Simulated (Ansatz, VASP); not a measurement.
**Al3Cu: VASP beside Ansatz**

```
Al Cu
1.0
     2.82138    0.00000    0.00000
     0.00000    2.73799    0.00000
     0.00000    0.00000    7.60296
Al Cu
3 1
Direct
  0.00000 0.00000 0.50000
  0.50000 0.50000 0.22069
  0.50000 0.50000 0.77931
  0.00000 0.00000 0.00000
```

Change from the starting cell: strain +0.0150 x Voigt [1, -1, 0, 0, 0, 0], atoms carried along.

Alike in both runs: task single point; functional PBEsol; k mesh 18 × 18 × 6; occupations gaussian, width 0.15 eV; no spin polarisation.

```csv
,VASP,Ansatz
version,VASP 6.6.1,Ansatz 0.2.0
potentials or method,"VASP PAW PBE potentials, release 64 (Al, Cu), cutoff 520 eV","scalar-relativistic, plane waves, PAW"
valence electrons in the cell,20,28
```

```csv
,VASP,Ansatz,Ansatz less VASP
gap on the k mesh at the Fermi level (eV),none,none,-
pressure (GPa),0.7,0.1,-0.62
"traceless stress, the component that is largest in VASP (GPa)",2.36,2.34,-0.020
rms of the force components (eV/Å),0.022,0.013,-0.0090
```

VASP's potentials were made for PBE, not for PBEsol. Atom by atom the forces differ by 0.009 eV/Å (rms over components). A gap of «none» marks a metal or a gap that the smearing closes. VASP's potentials hold 20 valence electrons a cell and Ansatz's 28, so a difference there can come from the potentials and not from the codes.
